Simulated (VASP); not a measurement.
# WC (P-6m2) in VASP: single point with PBE

Aim: the single point of WC with PBE.

Everything below comes from runs of VASP 6.6.1. Logs are shortened: lines on timing, memory, paths and dates and some standing lists are left out, and cuts for length are marked.

### 1 The cell of the first run

The structure is hexagonal, space group P-6m2 (No. 187). Conventional cell: a = 2.901 Å, b = 2.901 Å, c = 2.828 Å, α = 90.00°, β = 90.00°, γ = 120.00°. Within 3.0 Å of W (site symmetry -6m2) lie 6 C at 2.19 Å and 8 W at 2.83 to 2.90 Å. C (site symmetry -6m2) has 6 W at 2.19 Å and 8 C at 2.83 to 2.90 Å within 3.0 Å.

### 2 Single point, PBE

INCAR

```
PREC = Accurate
ENCUT = 1300
EDIFF = 1E-6
ISMEAR = -1
SIGMA = 0.05
LREAL = False
LASPH = True
NELM = 120
ALGO = Normal
ISIF = 2
LWAVE = False
LCHARG = False
GGA = PE
NBANDS = 16
GGA_COMPAT = False
```

KPOINTS

```
Automatic mesh
0
Gamma
  10 10 8
```

POSCAR

```
WC
1.0
    2.9009900485      0.0000000000      0.0000000000
   -1.4504950242      2.5123310781      0.0000000000
    0.0000000000      0.0000000000      2.8280461283
W C
1 1
Direct
    0.0000000000      0.0000000000      0.0000000000
    0.6666666667      0.3333333333      0.5000000000
```

Potentials or basis: VASP PAW PBE potentials, release 64 (W_sv, C_h).

The run is started by

```bash
$ cat potpaw_PBE.64/W_sv/POTCAR potpaw_PBE.64/C_h/POTCAR > POTCAR
$ mpirun -np 1 vasp_std > vasp.out
```

OUTCAR:

```text
PREC = Accurate
   ENCUT = 1300
   EDIFF = 1E-6
   ISMEAR = -1
   LREAL = False
   LASPH = True
   NELM = 120
   ISIF = 2
   GGA = PE

 ion  position               nearest neighbor table
   1  0.000  0.000  0.000-   2 2.19   2 2.19   2 2.19   2 2.19   2 2.19   2 2.19
   2  0.667  0.333  0.500-   1 2.19   1 2.19   1 2.19   1 2.19   1 2.19   1 2.19

  LATTYP: Found a hexagonal cell.
 ALAT       =     2.9009900485
 C/A-ratio  =     0.9748555083

  Lattice vectors:

 A1 = (   2.9009900485,   0.0000000000,   0.0000000000)
 A2 = (  -1.4504950242,   2.5123310781,   0.0000000000)
 A3 = (   0.0000000000,   0.0000000000,   2.8280461283)

Analysis of symmetry for initial positions (statically):
=====================================================================
 Subroutine PRICEL returns:
 Original cell was already a primitive cell.

 Routine SETGRP: Setting up the symmetry group for a
 hexagonal supercell.

 Subroutine GETGRP returns: Found 12 space group operations
 (whereof 12 operations were pure point group operations)
 out of a pool of 24 trial point group operations.

The static configuration has the point symmetry D_3h.

Analysis of symmetry for dynamics (positions and initial velocities):
=====================================================================
 Subroutine PRICEL returns:
 Original cell was already a primitive cell.

 Routine SETGRP: Setting up the symmetry group for a
 hexagonal supercell.

 Subroutine GETGRP returns: Found 12 space group operations
 (whereof 12 operations were pure point group operations)
 out of a pool of 24 trial point group operations.

The dynamic configuration has the point symmetry D_3h.

 Subroutine INISYM returns: Found 12 space group operations
 (whereof 12 operations are pure point group operations),
 and found     1 'primitive' translations

----------------------------------------------------------------------------------------

                                     Primitive cell

  volume of cell :      20.6115

  direct lattice vectors                    reciprocal lattice vectors
     2.900990049  0.000000000  0.000000000     0.344709904  0.199018356  0.000000000
    -1.450495024  2.512331078  0.000000000     0.000000000  0.398036711  0.000000000
     0.000000000  0.000000000  2.828046128     0.000000000  0.000000000  0.353601022

  length of vectors
     2.900990049  2.900990048  2.828046128     0.398036711  0.398036711  0.353601022

  position of ions in fractional coordinates (direct lattice)
     0.000000000  0.000000000  0.000000000
     0.666666667  0.333333333  0.500000000

  ion indices of the primitive-cell ions
   primitive index   ion index
                 1           1
                 2           2

----------------------------------------------------------------------------------------

 KPOINTS: Automatic mesh

Automatic generation of k-mesh.
 Grid dimensions read from file:
 generate k-points for:   10   10    8

 Generating k-lattice:

  Cartesian coordinates                     Fractional coordinates (reciprocal lattice)
     0.034470990  0.019901836  0.000000000     0.100000000  0.000000000  0.000000000
     0.000000000  0.039803671  0.000000000     0.000000000  0.100000000  0.000000000
     0.000000000  0.000000000  0.044200128     0.000000000  0.000000000  0.125000000

  Length of vectors
     0.039803671  0.039803671  0.044200128

  Shift w.r.t. Gamma in fractional coordinates (k-lattice)
     0.000000000  0.000000000  0.000000000

 Subroutine IBZKPT returns following result:
 ===========================================

 Found     70 irreducible k-points:

 Following reciprocal coordinates:
            Coordinates               Weight
  0.000000  0.000000  0.000000      1.000000
  0.100000  0.000000  0.000000      6.000000
  0.200000  0.000000  0.000000      6.000000
  0.300000  0.000000  0.000000      6.000000
  0.400000  0.000000  0.000000      6.000000
  0.500000  0.000000  0.000000      3.000000
[... 16 lines left out ...]
  0.300000  0.100000  0.125000     24.000000
  0.400000  0.100000  0.125000     24.000000
 [... further k-points ...]
   k-points           NKPTS =     70   k-points in BZ     NKDIM =     70   number of bands    NBANDS=     16
   number of dos      NEDOS =    301   number of ions     NIONS =      2
   total plane-waves  NPLWV =  46656
   dimension x,y,z NGX =    36 NGY =   36 NGZ =   36
   dimension x,y,z NGXF=    72 NGYF=   72 NGZF=   72
   ions per type =               1   1
   NGX,Y,Z   is equivalent  to a cutoff of  20.63, 20.63, 21.16 a.u.
   NGXF,Y,Z  is equivalent  to a cutoff of  41.26, 41.26, 42.33 a.u.
 SYSTEM =  unknown system
   PREC   = accura    normal or accurate (medium, high low for compatibility)
   ISTART =      0    job   : 0-new  1-cont  2-samecut
   ICHARG =      2    charge: 1-file 2-atom 10-const
   ISPIN  =      1    spin polarized calculation?
   LNONCOLLINEAR =      F non collinear calculations
   LSORBIT =      F    spin-orbit coupling
   LASPH  =      T    aspherical Exc in radial PAW
   ENCUT  = 1300.0 eV  95.55 Ry    9.77 a.u.   8.53  8.53  8.31*2*pi/ulx,y,z
   NELM   =    120;   NELMIN=  2; NELMDL= -5     # of ELM steps
   EDIFF  = 0.1E-05   stopping-criterion for ELM
   LREAL  =      F    real-space projection
   EDIFFG = 0.1E-04   stopping-criterion for IOM
   NSW    =      0    number of steps for IOM
   IBRION =     -1    ionic relax: 0-MD 1-quasi-New 2-CG
   NFREE  =      0    steps in history (QN), initial steepest desc. (CG)
   ISIF   =      2    stress and relaxation
   ISYM   =      2    0-nonsym 1-usesym 2-fastsym
   POTIM  = 0.5000    time-step for ionic-motion
   TEBEG  =    0.0;   TEEND  =   0.0 temperature during run
   PSTRESS=    0.0 pullay stress
   NELECT =      18.0000    total number of electrons
   NUPDOWN=      -1.0000    fix difference up-down
   EMIN   =  10.00;   EMAX   =-10.00  energy-range for DOS
   EFERMI =   0.00;   METHOD = LEGACY
   ISMEAR =    -1;   SIGMA  =   0.05  broadening in eV -4-tet -1-fermi 0-gaus
   EFERMI_NEDOS =   21; number of points for ismear=-14 and -15
   IALGO  =     38    algorithm
   IMIX   =      4    mixing-type and parameters
     AMIX     =   0.40;   BMIX     =  1.00
     AMIX_MAG =   1.60;   BMIX_MAG =  1.00
  volume/ion in A,a.u.               =      10.31        69.55
  Fermi-wavevector in a.u.,A,eV,Ry     =   1.564813  2.957068 33.315769  2.448640
  Thomas-Fermi vector in A             =   2.667381
   LORBIT       =      0    0 simple, 1 ext, 2 COOP (PROOUT), +10 PAW based schemes
   GGA     = PE    functional components
   LHFCALC =     F    Hartree Fock is set to
   AEXX    =    0.0000 exact exchange contribution
   IVDW    =     0    specifies the selected vdW correction
   LEPSILON=     F    determine dielectric tensor
   LRPA    =     F    only Hartree local field effects (RPA)
 non-spin polarized calculation
  energy-cutoff  :     1300.00
  volume of cell :       20.61
 maximum number of plane-waves:      2242
 NGX is ok and might be reduce to    36
   NGX = 17   NGY = 17   NGZ = 17

 number of electron      18.0000000 magnetization

 Free energy of the ion-electron system (eV)
  ---------------------------------------------------
  ext. energy  EPLUGINS =         0.00000000
  ---------------------------------------------------
  free energy    TOTEN  =       -22.44699990 eV

  energy without entropy =      -22.44544213  energy(sigma->0) =      -22.44622102

 E-fermi :  11.5147     XC(G=0): -13.8727

 val. band max:       11.3656030569   @ k =   0.1000   0.0000   0.3750
 cond. band min:      11.5260929670   @ k =   0.5000   0.0000   0.3750
 fundamental gap:      0.1604899102
 Fermi energy:        11.5146562275

 k-point     1 :       0.0000    0.0000    0.0000
  band No.  band energies     occupation
      1     -62.4744      2.00000
      2     -26.4574      2.00000
      3     -26.3504      2.00000
      4     -26.3504      2.00000
      5      -2.9966      2.00000
      6       7.1610      2.00000
[... 8 lines left out ...]
     15      25.9300      0.00000
     16      28.2990      0.00000

 k-point     2 :       0.1000    0.0000    0.0000
  band No.  band energies     occupation
      1     -62.4687      2.00000
      2     -26.4467      2.00000
      3     -26.4340      2.00000
      4     -26.3693      2.00000
      5      -2.7340      2.00000
      6       7.1898      2.00000
[... 8 lines left out ...]
     15      25.4741      0.00000
     16      28.8484      0.00000

 k-point     3 :       0.2000    0.0000    0.0000
  band No.  band energies     occupation
      1     -62.4538      2.00000
      2     -26.6483      2.00000
      3     -26.4185      2.00000
      4     -26.4184      2.00000
      5      -2.0126      2.00000
      6       6.4585      2.00000
[... 8 lines left out ...]
     15      25.2806      0.00000
     16      30.0217      0.00000

 k-point     4 :       0.3000    0.0000    0.0000
  band No.  band energies     occupation
      1     -62.4353      2.00000
      2     -26.9043      2.00000
      3     -26.4786      2.00000
      4     -26.3832      2.00000
      5      -1.0188      2.00000
      6       5.4722      2.00000
[... 8 lines left out ...]
     15      26.2092      0.00000
     16      28.9177      0.00000
[... 324 lines left out ...]
 k-point    22 :       0.2000    0.1000    0.1250
  band No.  band energies     occupation
      1     -62.4356      2.00000
      2     -26.7835      2.00000
      3     -26.5067      2.00000
      4     -26.4677      2.00000
      5      -1.1032      2.00000
      6       6.0474      2.00000
[... 8 lines left out ...]
     15      25.0879      0.00000
     16      29.3303      0.00000

 k-point    23 :       0.3000    0.1000    0.1250
  band No.  band energies     occupation
      1     -62.4189      2.00000
      2     -26.9942      2.00000
      3     -26.5366      2.00000
      4     -26.4723      2.00000
      5      -0.1932      2.00000
      6       5.1532      2.00000
[... 8 lines left out ...]
     15      25.7192      0.00000
     16      28.2255      0.00000

 k-point    24 :       0.4000    0.1000    0.1250
  band No.  band energies     occupation
      1     -62.4085      2.00000
      2     -27.1215      2.00000
      3     -26.5789      2.00000
      4     -26.4509      2.00000
      5       0.4728      2.00000
      6       4.5706      2.00000
[... 8 lines left out ...]
     15      24.9589      0.00000
     16      28.9911      0.00000

 [... further k-points ...]

------------------------ aborting loop because EDIFF is reached ----------------------------------------

  FORCE on cell =-STRESS in cart. coord.  units (eV):
  Direction    XX          YY          ZZ          XY          YZ          ZX
  --------------------------------------------------------------------------------------
  -------------------------------------------------------------------------------------
  Total        1.2151700      1.2151700      1.2634972      0.0000000     -0.0000000      0.0000000
  in kB       94.4578457     94.4578457     98.2144209      0.0000000     -0.0000000      0.0000000
  external PRESSURE =      95.7100374 kB  Pullay stress =       0.0000000 kB

 VOLUME and BASIS-vectors are now :
 -----------------------------------------------------------------------------
  energy-cutoff  :     1300.00
  volume of cell :       20.61
      direct lattice vectors                 reciprocal lattice vectors
     2.900990049  0.000000000  0.000000000     0.344709904  0.199018356  0.000000000
    -1.450495024  2.512331078  0.000000000     0.000000000  0.398036711  0.000000000
     0.000000000  0.000000000  2.828046128     0.000000000  0.000000000  0.353601022

 POSITION                                       TOTAL-FORCE (eV/Angst)
 -----------------------------------------------------------------------------------
      0.00000      0.00000      0.00000         0.000000     -0.000000      0.000000
      1.45050      0.83744      1.41402        -0.000000      0.000000      0.000000
 -----------------------------------------------------------------------------------
    total drift:                               -0.000000      0.000000      0.000000

  FREE ENERGIE OF THE ION-ELECTRON SYSTEM (eV)
  ---------------------------------------------------
  free  energy   TOTEN  =       -22.4469999024 eV

  energy  without entropy=      -22.4454421323  energy(sigma->0) =      -22.44622102
```

It took 54 s on 1 thread of Intel Xeon Platinum 8259CL at 2.50GHz (Skylake/Cascade Lake), shared host; peak memory 0.28 GiB.

Results:

| Property | Result |
| --- | --- |
| Free energy | -22.4470 eV |
| Pressure | 9.6 GPa |
| Band gap on the k mesh | zero (bands 9 and 10 overlap by 1.22 eV) |

Caveat: the cell stands under pressure; spin-orbit coupling is left out, which moves the levels of the heavy elements.

The gap in the log of VASP goes by the Fermi energy; the results here count the filled bands.